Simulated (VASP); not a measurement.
# Ti (Im-3m) in VASP: single point with PBEsol

Aim: the single point of Ti with PBEsol.

Everything below comes from runs of VASP 6.6.1. Logs are shortened: lines on timing, memory, paths and dates and some standing lists are left out, and cuts for length are marked.

## (1) The cell of the first run

Symmetry: Im-3m, No. 229, cubic system. The conventional cell has a = 3.282 Å, b = 3.282 Å, c = 3.282 Å, α = 90.00°, β = 90.00°, γ = 90.00°. Within 3.7 Å of Ti (site symmetry m-3m) lie 14 Ti at 2.84 to 3.28 Å.

## (2) Single point, PBEsol

INCAR reads:

```
SYSTEM = Ti
  PREC = Accurate
  ENCUT = 500
  EDIFF = 1E-6
  ISMEAR = 1
  SIGMA = 0.15
  LREAL = .False.
  LASPH = .True.
  NELM = 120
  ALGO = Normal
  ISIF = 2
  LWAVE = .False.
  LCHARG = .True.
  GGA = PS
  LELF = .True.
  LVHAR = .True.
  NBANDS = 12
  GGA_COMPAT = .False.
```

KPOINTS reads:

```
regular mesh
0
Gamma
  14 14 14
  0 0 0
```

POSCAR reads:

```
Ti
1.0
   -1.6410000000      1.6410000000      1.6410000000
    1.6410000000     -1.6410000000      1.6410000000
    1.6410000000      1.6410000000     -1.6410000000
Ti
1
Direct
    0.0000000000      0.0000000000      0.0000000000
```

Potentials or basis: VASP PAW PBE potentials, release 64 (Ti_sv).

Started as:

```
> cat potpaw_PBE.64/Ti_sv/POTCAR > POTCAR
> mpirun -np 1 vasp_std > vasp.out
```

OUTCAR:

```text
SYSTEM = Ti
   PREC = Accurate
   ENCUT = 500
   EDIFF = 1E-6
   ISMEAR = 1
   LREAL = .False.
   LASPH = .True.
   NELM = 120
   ISIF = 2
   GGA = PS

 ion  position               nearest neighbor table
   1  0.000  0.000  0.000-

  LATTYP: Found a body centered cubic cell.
 ALAT       =     3.2820000000

  Lattice vectors:

 A1 = (  -1.6410000000,   1.6410000000,   1.6410000000)
 A2 = (   1.6410000000,  -1.6410000000,   1.6410000000)
 A3 = (   1.6410000000,   1.6410000000,  -1.6410000000)

Analysis of symmetry for initial positions (statically):
=====================================================================
 Subroutine PRICEL returns:
 Original cell was already a primitive cell.

 Routine SETGRP: Setting up the symmetry group for a
 body centered cubic supercell.

 Subroutine GETGRP returns: Found 48 space group operations
 (whereof 48 operations were pure point group operations)
 out of a pool of 48 trial point group operations.

The static configuration has the point symmetry O_h .

Analysis of symmetry for dynamics (positions and initial velocities):
=====================================================================
 Subroutine PRICEL returns:
 Original cell was already a primitive cell.

 Routine SETGRP: Setting up the symmetry group for a
 body centered cubic supercell.

 Subroutine GETGRP returns: Found 48 space group operations
 (whereof 48 operations were pure point group operations)
 out of a pool of 48 trial point group operations.

The dynamic configuration has the point symmetry O_h .

 Subroutine INISYM returns: Found 48 space group operations
 (whereof 48 operations are pure point group operations),
 and found     1 'primitive' translations

----------------------------------------------------------------------------------------

                                     Primitive cell

  volume of cell :      17.6761

  direct lattice vectors                    reciprocal lattice vectors
    -1.641000000  1.641000000  1.641000000     0.000000000  0.304692261  0.304692261
     1.641000000 -1.641000000  1.641000000     0.304692261  0.000000000  0.304692261
     1.641000000  1.641000000 -1.641000000     0.304692261  0.304692261  0.000000000

  length of vectors
     2.842295375  2.842295375  2.842295375     0.430899928  0.430899928  0.430899928

  position of ions in fractional coordinates (direct lattice)
     0.000000000  0.000000000  0.000000000

  ion indices of the primitive-cell ions
   primitive index   ion index
                 1           1

----------------------------------------------------------------------------------------

 KPOINTS: regular mesh

Automatic generation of k-mesh.
 Grid dimensions read from file:
 generate k-points for:   14   14   14

 Generating k-lattice:

  Cartesian coordinates                     Fractional coordinates (reciprocal lattice)
     0.000000000  0.021763733  0.021763733     0.071428571  0.000000000  0.000000000
     0.021763733  0.000000000  0.021763733     0.000000000  0.071428571  0.000000000
     0.021763733  0.021763733  0.000000000     0.000000000  0.000000000  0.071428571

  Length of vectors
     0.030778566  0.030778566  0.030778566

  Shift w.r.t. Gamma in fractional coordinates (k-lattice)
     0.000000000  0.000000000  0.000000000

 Subroutine IBZKPT returns following result:
 ===========================================

 Found    104 irreducible k-points:

 Following reciprocal coordinates:
            Coordinates               Weight
  0.000000  0.000000  0.000000      1.000000
  0.071429  0.000000  0.000000     12.000000
  0.142857  0.000000  0.000000     12.000000
  0.214286  0.000000  0.000000     12.000000
  0.285714  0.000000  0.000000     12.000000
  0.357143  0.000000  0.000000     12.000000
[... 16 lines left out ...]
  0.285714  0.285714  0.000000     24.000000
  0.357143  0.285714  0.000000     24.000000
 [... further k-points ...]
   k-points           NKPTS =    104   k-points in BZ     NKDIM =    104   number of bands    NBANDS=     12
   number of dos      NEDOS =    301   number of ions     NIONS =      1
   total plane-waves  NPLWV =  13824
   dimension x,y,z NGX =    24 NGY =   24 NGZ =   24
   dimension x,y,z NGXF=    48 NGYF=   48 NGZF=   48
   ions per type =               1
   NGX,Y,Z   is equivalent  to a cutoff of  14.04, 14.04, 14.04 a.u.
   NGXF,Y,Z  is equivalent  to a cutoff of  28.08, 28.08, 28.08 a.u.
 SYSTEM =  Ti
   PREC   = accura    normal or accurate (medium, high low for compatibility)
   ISTART =      0    job   : 0-new  1-cont  2-samecut
   ICHARG =      2    charge: 1-file 2-atom 10-const
   ISPIN  =      1    spin polarized calculation?
   LNONCOLLINEAR =      F non collinear calculations
   LSORBIT =      F    spin-orbit coupling
   LASPH  =      T    aspherical Exc in radial PAW
   ENCUT  =  500.0 eV  36.75 Ry    6.06 a.u.   5.18  5.18  5.18*2*pi/ulx,y,z
   NELM   =    120;   NELMIN=  2; NELMDL= -5     # of ELM steps
   EDIFF  = 0.1E-05   stopping-criterion for ELM
   LREAL  =      F    real-space projection
   EDIFFG = 0.1E-04   stopping-criterion for IOM
   NSW    =      0    number of steps for IOM
   IBRION =     -1    ionic relax: 0-MD 1-quasi-New 2-CG
   NFREE  =      0    steps in history (QN), initial steepest desc. (CG)
   ISIF   =      2    stress and relaxation
   ISYM   =      2    0-nonsym 1-usesym 2-fastsym
   POTIM  = 0.5000    time-step for ionic-motion
   TEBEG  =    0.0;   TEEND  =   0.0 temperature during run
   PSTRESS=    0.0 pullay stress
   NELECT =      12.0000    total number of electrons
   NUPDOWN=      -1.0000    fix difference up-down
   EMIN   =  10.00;   EMAX   =-10.00  energy-range for DOS
   EFERMI =   0.00;   METHOD = LEGACY
   ISMEAR =     1;   SIGMA  =   0.15  broadening in eV -4-tet -1-fermi 0-gaus
   EFERMI_NEDOS =   21; number of points for ismear=-14 and -15
   IALGO  =     38    algorithm
   IMIX   =      4    mixing-type and parameters
     AMIX     =   0.40;   BMIX     =  1.00
     AMIX_MAG =   1.60;   BMIX_MAG =  1.00
  volume/ion in A,a.u.               =      17.68       119.28
  Fermi-wavevector in a.u.,A,eV,Ry     =   1.438821  2.718977 28.166848  2.070205
  Thomas-Fermi vector in A             =   2.557745
   LORBIT       =      0    0 simple, 1 ext, 2 COOP (PROOUT), +10 PAW based schemes
   GGA     = PS    functional components
   LHFCALC =     F    Hartree Fock is set to
   AEXX    =    0.0000 exact exchange contribution
   IVDW    =     0    specifies the selected vdW correction
   LEPSILON=     F    determine dielectric tensor
   LRPA    =     F    only Hartree local field effects (RPA)
 non-spin polarized calculation
 Methfessel and Paxton  Order N= 1 SIGMA  =   0.15
  energy-cutoff  :      500.00
  volume of cell :       17.68
 maximum number of plane-waves:       466
 NGX is ok and might be reduce to    24
   NGX = 11   NGY = 11   NGZ = 11

 number of electron      12.0000001 magnetization

 Free energy of the ion-electron system (eV)
  ---------------------------------------------------
  ext. energy  EPLUGINS =         0.00000000
  ---------------------------------------------------
  free energy    TOTEN  =        -8.20770850 eV

  energy without entropy =       -8.20616418  energy(sigma->0) =       -8.20719373

 E-fermi :   7.7636     XC(G=0): -11.5487

 val. band max:        7.7593061390   @ k =   0.3571   0.2143   0.0000
 cond. band min:       7.7669712520   @ k =  -0.2857   0.2857   0.2143
 fundamental gap:      0.0076651130
 Fermi energy:         7.7636469126

 k-point     1 :       0.0000    0.0000    0.0000
  band No.  band energies     occupation
      1     -48.5593      2.00000
      2     -24.5296      2.00000
      3     -24.5296      2.00000
      4     -24.5296      2.00000
      5       1.8630      2.00000
      6       8.7420     -0.00000
      7       8.7420     -0.00000
      8       8.7420     -0.00000
      9      10.4757     -0.00000
     10      10.4757     -0.00000
     11      25.0730      0.00000
     12      25.0730      0.00000

 k-point     2 :       0.0714    0.0000    0.0000
  band No.  band energies     occupation
      1     -48.5533      2.00000
      2     -24.5628      2.00000
      3     -24.5399      2.00000
      4     -24.5298      2.00000
      5       2.0348      2.00000
      6       8.6644     -0.00000
      7       8.7199     -0.00000
      8       8.8664     -0.00000
      9      10.3867     -0.00000
     10      10.4804     -0.00000
     11      24.7905      0.00000
     12      25.0475      0.00000

 k-point     3 :       0.1429    0.0000    0.0000
  band No.  band energies     occupation
      1     -48.5361      2.00000
      2     -24.6550      2.00000
      3     -24.5685      2.00000
      4     -24.5303      2.00000
      5       2.5307      2.00000
      6       8.4542     -0.00000
      7       8.6099     -0.00000
      8       9.2279     -0.00000
      9      10.2204     -0.00000
     10      10.4994     -0.00000
     11      23.8751      0.00000
     12      24.7511      0.00000
[... 286 lines left out ...]
 k-point    23 :       0.2857    0.2857    0.0000
  band No.  band energies     occupation
      1     -48.4238      2.00000
      2     -25.0445      2.00000
      3     -24.8710      2.00000
      4     -24.6046      2.00000
      5       6.5157      2.00000
      6       7.1406      2.00000
      7       7.6083      2.05685
      8      10.4575     -0.00000
      9      10.8458      0.00000
     10      13.8702      0.00000
     11      17.1821      0.00000
     12      17.3524      0.00000

 k-point    24 :       0.3571    0.2857    0.0000
  band No.  band energies     occupation
      1     -48.4199      2.00000
      2     -25.0192      2.00000
      3     -24.9193      2.00000
      4     -24.6079      2.00000
      5       6.6887      2.00000
      6       7.2451      2.00001
      7       7.4207      2.00569
      8      10.5740     -0.00000
      9      10.8017      0.00000
     10      14.7832      0.00000
     11      16.0780      0.00000
     12      17.0916      0.00000

 [... further k-points ...]
[... 5 lines left out ...]
  --------------------------------------------------------------------------------------
  -------------------------------------------------------------------------------------
  Total       -0.7696529     -0.7696529     -0.7696529     -0.0000000      0.0000000      0.0000000
  in kB      -69.7621298    -69.7621298    -69.7621298     -0.0000000      0.0000000      0.0000000
  external PRESSURE =     -69.7621298 kB  Pullay stress =       0.0000000 kB

 VOLUME and BASIS-vectors are now :
 -----------------------------------------------------------------------------
  energy-cutoff  :      500.00
  volume of cell :       17.68
      direct lattice vectors                 reciprocal lattice vectors
    -1.641000000  1.641000000  1.641000000     0.000000000  0.304692261  0.304692261
     1.641000000 -1.641000000  1.641000000     0.304692261  0.000000000  0.304692261
     1.641000000  1.641000000 -1.641000000     0.304692261  0.304692261  0.000000000

 POSITION                                       TOTAL-FORCE (eV/Angst)
 -----------------------------------------------------------------------------------
      0.00000      0.00000      0.00000        -0.000000      0.000000      0.000000
 -----------------------------------------------------------------------------------
    total drift:                                0.000000      0.000000      0.000000

  FREE ENERGIE OF THE ION-ELECTRON SYSTEM (eV)
  ---------------------------------------------------
  free  energy   TOTEN  =        -8.2077084981 eV

  energy  without entropy=       -8.2061641828  energy(sigma->0) =       -8.20719373
```

It took 19 s on 1 thread of Intel Xeon Platinum 8488C (Sapphire Rapids), shared host; peak memory 0.15 GiB.

Results:

```yaml
Free_energy: -8.2077 eV
Pressure: -7.0 GPa
Band_gap_on_the_k_mesh: zero (band 6 reaches 8.74 eV, above the bottom of band 7 at 7.12 eV)
```

Caveat: the PAW data sets were made with another functional, which shifts forces and pressure a little.
